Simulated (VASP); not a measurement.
Mg: electric field gradients with PBE

The system is Mg.

```
Mg
1.0
    -1.45654    1.45654    1.45654
     1.45654   -1.45654    1.45654
     1.45654    1.45654   -1.45654
Mg
1
Direct
  0.00000 0.00000 0.00000
```

This isn't the form of Mg at room conditions, which is hcp.

```yaml
Program: VASP 6.6.1
Task: electric field gradients
Functional: PBE
Potentials_or_basis: VASP PAW PBE potentials, release 64 (Mg)
Cutoff: 520 eV
k_mesh: 19 × 19 × 19
Occupations: fermi-dirac, width 0.03 eV
Spin: no spin polarisation
Dipole_correction: no
Further_INCAR_settings: ALGO = Normal; EDIFF = 1e-08; NBANDS = 7
```

| Quantity | Value |
| --- | --- |
| Pressure | 73.6 GPa |
| Band gap on the k mesh | zero (bands 1 and 2 overlap by 4.20 eV) |
| Largest electric field gradient by atom | zero within the noise of the run |

Levels at points of the mesh, in eV from the Fermi level:
```tsv
k point	band 1	band 2	band 3	band 4	band 5
(0.00, 0.00, 0.00)	-10.12	17.77	17.77	17.77	20.56
```

Wall time 29 s on 1 thread of Intel Xeon 8259CL, on a shared host, peak memory 0.14 GiB.

Caveat: the cell stands under pressure.
